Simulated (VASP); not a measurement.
Set up this calculation in VASP 6.6.1, as the native input.

```
Task                   : single point
Functional             : r2SCAN
Potentials or basis    : VASP PAW PBE potentials, release 64 (Hf_pv, C)
Cutoff                 : 520 eV
k mesh                 : 12 × 12 × 12
Occupations            : gaussian, width 0.05 eV
Spin                   : no spin polarisation
Dipole correction      : no
Further INCAR settings : ALGO = Normal; EDIFF = 1e-06; NBANDS = 14
```

HfC:

```
CELL_PARAMETERS angstrom
3.25252 0.00000 0.00000
-1.62626 2.81677 0.00000
0.00000 0.00000 2.91319
ATOMIC_POSITIONS crystal
Hf 0.00000 0.00000 0.00000
C 0.66667 0.33333 0.50000
```

One way to write it, as run:

POSCAR

```
HfC
1.0
    3.2525249894      0.0000000000      0.0000000000
   -1.6262624947      2.8167692672      0.0000000000
    0.0000000000      0.0000000000      2.9131903703
Hf C
1 1
Direct
    0.0000000000      0.0000000000      0.0000000000
    0.6666666667      0.3333333333      0.5000000000
```

INCAR.step1

```
PREC = Accurate
ENCUT = 520
ISMEAR = 0
SIGMA = 0.05
LREAL = F
LASPH = T
NELM = 80
NBANDS = 14
GGA = PE
ALGO = Normal
EDIFF = 1E-4
LWAVE = T
LCHARG = F
```

INCAR.step2

```
PREC = Accurate
ENCUT = 520
EDIFF = 1E-6
ISMEAR = 0
SIGMA = 0.05
LREAL = F
LASPH = T
NELM = 80
ALGO = Normal
ISIF = 2
LWAVE = F
LCHARG = F
METAGGA = R2SCAN
LMIXTAU = T
NBANDS = 14
ISTART = 1
```

KPOINTS

```
Automatic mesh
0
Gamma
  12 12 12
```

Potentials or basis: VASP PAW PBE potentials, release 64 (Hf_pv, C).

Command:

```console
$ cat potpaw_PBE.64/Hf_pv/POTCAR potpaw_PBE.64/C/POTCAR > POTCAR
$ cp INCAR.step1 INCAR
$ mpirun -np 1 vasp_std > vasp.out
$ cp INCAR.step2 INCAR
$ mpirun -np 1 vasp_std > vasp.out
```

Results of the run:

```
Pressure               : -5.1 GPa
Band gap on the k mesh : zero (bands 7 and 8 overlap by 0.07 eV)
```

Caveat: the cell stands under tension; the PAW data sets were made with another functional, which shifts forces and pressure a little; spin-orbit coupling is left out, which moves the levels of the heavy elements.

Run time: 110 s on 1 thread of Intel Xeon 8259CL, on a shared host, peak memory 0.19 GiB.
